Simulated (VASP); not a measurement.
Write the native input for VASP 6.6.1 that does the following.

- Task: single point
- Functional: PBE
- Potentials or basis: VASP PAW PBE potentials, release 64 (Cu, Si)
- Cutoff: 400 eV
- k mesh: 1 × 1 × 1, shifted
- Occupations: fermi-dirac, width 0.1853 eV
- Spin: no spin polarisation
- Dipole correction: no
- Mended: yes
- Further INCAR settings: LREAL = Auto; ALGO = Normal; EDIFF = 1e-06; NBANDS = 118; ISYM = -1

The structure of Cu5Si3 lies in POSCAR:

```
Cu5Si3
1.0
    6.7017400000      0.1472560000     -0.1241750000
    0.1472560000      6.7720700000      0.0166020000
   -0.1241750000      0.0166020000      6.8991740000
Cu Si
15 9
Direct
    0.2810899336      0.5518485440      0.9786080990
    0.8317346098      0.3384034635      0.6486655462
    0.4898378363      0.9413760399      0.1556439783
    0.7393309910      0.9717474677      0.4861584118
    0.1423529824      0.8701571398      0.1265273687
    0.5847425977      0.1576243276      0.9448357924
    0.5296134666      0.3131609489      0.2315005614
    0.9691012379      0.6716127988      0.8132840294
    0.1067143053      0.4733670227      0.2994859109
    0.9103358357     -0.0006745378      0.8743286009
    0.8874996845      0.3667826979      0.0197711997
    0.2442547495     -0.1067128416      0.7991118908
    0.2583534159      0.2412493608      0.0832038464
    0.5676007965      0.8623508726      0.7911037002
    0.4165061129      0.6682504701      0.2795455445
    0.7416402638      0.6696579603      0.5056281402
    0.5144105678      0.4092143303      0.5863671732
    0.2391723608      0.6402642131      0.5941672962
    0.3977740609      0.1041133639      0.4494274393
    0.1325049269      0.2092331874      0.7310602849
    0.7373139783      0.6878418546      0.1893088090
    0.9108634060      0.2180577436      0.3483070972
    0.0657349199      0.9536346920      0.4444193451
    0.6068141911      0.5199051811      0.9075828043
```

The input as run:

INCAR

```
SYSTEM = Cu5Si3
ALGO     = Normal         ! electronic algorithm
EDIFF    = 1E-6           ! SCF threshold, eV
ENCUT    = 400            ! plane-wave cutoff, eV
GGA      = PE             ! functional
GGA_COMPAT= .False.      
ISIF     = 2              ! what is computed and relaxed
ISMEAR   = -1             ! smearing method
ISYM     = -1           
LASPH    = .True.         ! aspherical terms in the spheres
LCHARG   = .False.        ! write CHGCAR
LREAL    = Auto         
LWAVE    = .False.        ! write WAVECAR
NBANDS   = 118            ! bands
NELM     = 120            ! most SCF steps
PREC     = Accurate       ! precision mode
SIGMA    = 0.1853         ! smearing width, eV
```

KPOINTS

```
explicit points
1
Reciprocal
  0.25000000   0.25000000   0.25000000 1
```

Potentials or basis: VASP PAW PBE potentials, release 64 (Cu, Si).

Command:

```bash
$ cat potpaw_PBE.64/Cu/POTCAR potpaw_PBE.64/Si/POTCAR > POTCAR
$ mpirun -np 1 vasp_std > vasp.out
```

Results of the run:

```json
{
 "Pressure": "16.0 GPa",
 "Largest force": "4.478 eV/Å",
 "Band gap on the k mesh": "zero (an odd number of electrons rules out a gap without spin polarisation)"
}
```

Caveat: the atoms stand as in a frame of molecular dynamics.

Wall time 73 s on 1 thread of Intel(R) Xeon(R) 6975P-C (Granite Rapids), on a shared host, peak memory 0.32 GiB.
